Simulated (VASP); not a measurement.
Set up this calculation in VASP 6.6.1, as the native input.

```
Task                   : single point
Functional             : PBEsol
Potentials or basis    : VASP PAW PBE potentials, release 64 (Be, S)
Cutoff                 : 600 eV
k mesh                 : 6 × 6 × 6
Occupations            : gaussian, width 0.1 eV
Spin                   : no spin polarisation
Dipole correction      : no
Further INCAR settings : ALGO = Normal; EDIFF = 1e-06; NBANDS = 11
```

The structure of BeS lies in POSCAR:

```
BeS
1.0
    0.0000000000      2.4350000000      2.4350000000
    2.4350000000      0.0000000000      2.4350000000
    2.4350000000      2.4350000000      0.0000000000
Be S
1 1
Direct
    0.0000000000      0.0000000000      0.0000000000
    0.2500000000      0.2500000000      0.2500000000
```

The input as run:

INCAR

```
ALGO = Normal ; EDIFF = 1E-6
ENCUT = 600 ; GGA = PS
GGA_COMPAT = F ; ISIF = 2
ISMEAR = 0 ; LASPH = T
LCHARG = F ; LREAL = F
LWAVE = F ; NBANDS = 11
NELM = 120 ; PREC = Accurate
SIGMA = 0.1
```

KPOINTS

```
k-points
0
Gamma
  6 6 6
```

Potentials or basis: VASP PAW PBE potentials, release 64 (Be, S).

The run is started by

```bash
$ cat potpaw_PBE.64/Be/POTCAR potpaw_PBE.64/S/POTCAR > POTCAR
$ mpirun -np 1 vasp_std > vasp.out
```

It gave:

```yaml
Pressure: -1.6 GPa
Band_gap_on_the_k_mesh: 2.95 eV (least direct gap 5.58 eV)
```

Caveat: the PAW data sets were made with another functional, which shifts forces and pressure a little.

Run time: 8.9 s on 1 thread of Intel Xeon 8259CL, with other jobs on the host, peak memory 0.15 GiB.
